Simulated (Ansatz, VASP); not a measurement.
Ge: VASP beside Ansatz

The input INCAR:

```
SYSTEM = Ge
PREC = Accurate ; ENCUT = 520
EDIFF = 1E-6 ; ISMEAR = -5
SIGMA = 0.1 ; LREAL = .FALSE.
LASPH = .TRUE. ; NELM = 80
ALGO = Normal ; ISIF = 2
LWAVE = .FALSE. ; LCHARG = .FALSE.
GGA = PS ; NBANDS = 21
```

File KPOINTS:

```
Automatic mesh
0
G
  16 16 9
  0 0 0
```

POSCAR

```
Ge
1.0
    2.8007706261      0.0000000000      0.0000000000
   -1.4003853130      2.4255385124      0.0000000000
    0.0000000000      0.0000000000      4.5826812478
Ge
2
Direct
    0.3333333333      0.6666666667      0.2500000000
    0.6666666667      0.3333333333      0.7500000000
```

Input for Ansatz:

```yaml
crystal:
  lattice:
    - [2.8007706261, 0.0, 0.0]
    - [-1.400385313, 2.4255385124, 0.0]
    - [0.0, 0.0, 4.5826812478]
  atoms:
    - { symbol: Ge, position: [0.3333333333, 0.6666666667, 0.25] }
    - { symbol: Ge, position: [0.6666666667, 0.3333333333, 0.75] }
kpoints:
  mp_grid: { grid: [16, 16, 9] }
scf:
  occupations: { method: tetrahedron }
  mixing: { preconditioner: local_kerker }
hamiltonian:
  xc: pbesol
  pseudopotentials: { kind: paw }
output:
  forces: true
  stress: true
  eigenvalues: true
  populations: true
```

Alike in both runs: task single point; functional PBEsol; k mesh 16 × 16 × 9; occupations tetrahedron; no spin polarisation.

```csv
,VASP,Ansatz
version,VASP 6.6.1,Ansatz 0.2.0
potentials or method,"VASP PAW PBE potentials, release 64 (Ge_d)","PAW with Ansatz's default frozen-core files, scalar-relativistic"
plane-wave cutoff (eV),520,420
valence electrons in the cell,28,28
```

|  | VASP | Ansatz | Ansatz less VASP |
| --- | --- | --- | --- |
| gap on the k mesh at the Fermi level (eV) | none | none | - |
| pressure (GPa) | 17.6 | 17.6 | -0.02 |
| traceless stress, the component that is largest in VASP (GPa) | 0.40 | 0.40 | -0.001 |

VASP's potentials were made for PBE, not for PBEsol. A gap of «none» marks a metal or a gap that the smearing closes. Ansatz's warnings: band table not solved further, tetrahedron derivatives may miss energy slope.
